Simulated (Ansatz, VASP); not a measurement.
## Two plane-wave programs on Gd

File INCAR:

```
SYSTEM = Gd
ALGO     = Normal         ! electronic algorithm
EDIFF    = 1E-7           ! SCF threshold, eV
ENCUT    = 520            ! plane-wave cutoff, eV
GGA      = PS             ! functional
ISIF     = 2              ! what is computed and relaxed
ISMEAR   = 0              ! smearing method
ISPIN    = 2              ! spin polarisation
LASPH    = .True.         ! aspherical terms in the spheres
LCHARG   = .False.        ! write CHGCAR
LMAXMIX  = 6              ! l up to which the mixer works
LORBIT   = 11             ! projections on sites
LREAL    = .False.        ! projectors in reciprocal space
LWAVE    = .False.        ! write WAVECAR
MAGMOM   = 7              ! initial moments
NBANDS   = 19             ! bands
NELM     = 150            ! most SCF steps
PREC     = Accurate       ! precision mode
SIGMA    = 0.05           ! smearing width, eV
```

KPOINTS

```
k-points
0
Gamma
  14 14 14
  0 0 0
```

Contents of POSCAR:

```
Gd
1.0
    0.0000000000      2.5858190900      2.5858190900
    2.5858190900      0.0000000000      2.5858190900
    2.5858190900      2.5858190900      0.0000000000
Gd
1
Direct
    0.0000000000      0.0000000000      0.0000000000
```

Input for Ansatz:

```yaml
crystal:
  lattice:
    - [0.0, 2.58581909, 2.58581909]
    - [2.58581909, 0.0, 2.58581909]
    - [2.58581909, 2.58581909, 0.0]
  atoms:
    - { symbol: Gd, position: [0.0, 0.0, 0.0], spin: 7.0 }
basis:
  ecutwfc: 420
kpoints:
  mp_grid: { grid: [14, 14, 14] }
hamiltonian:
  xc: pbesol
  pseudopotentials: { kind: paw }
scf:
  occupations: { method: gaussian, width: 0.05 }
output:
  forces: true
  eigenvalues: true
  eigenstates:
    nscf_kmesh: { grid: [34, 34, 34] }
    top_band: c6
    de_dk: true
    localisation: false
  stress: true
  populations: true
checkpoint:
  write: ck
  compress: false
  write_wavefunctions: false
  write_every: 100000
magnetization:
  spin_polarized: true
```

Alike in both runs: task single point; functional PBEsol; k mesh 14 × 14 × 14; occupations gaussian, width 0.05 eV; collinear spin.

|  | VASP | Ansatz |
| --- | --- | --- |
| version | VASP 6.6.1 | Ansatz 0.2.0 |
| potentials or method | VASP PAW PBE potentials, release 64 (Gd), cutoff 520 eV | scalar-relativistic, plane waves, PAW |
| valence electrons in the cell | 18 | 18 |

Ansatz gave:

| Quantity | Value |
| --- | --- |
| pressure (GPa) | -3.6 |
| net moment per atom (μB) | 7.47 |
| size of the moment on the site where the two differ most (μB) | 7.26 |

Problem. Estimate VASP's values.

Solution. Pressure (GPa): -3.6; net moment per atom (μB): 7.47; size of the moment on the site where the two differ most (μB): 6.93.

VASP's potentials were made for PBE, not for PBEsol. Site moments also hang on the region over which each program counts them.

Neither program's run includes spin-orbit coupling.
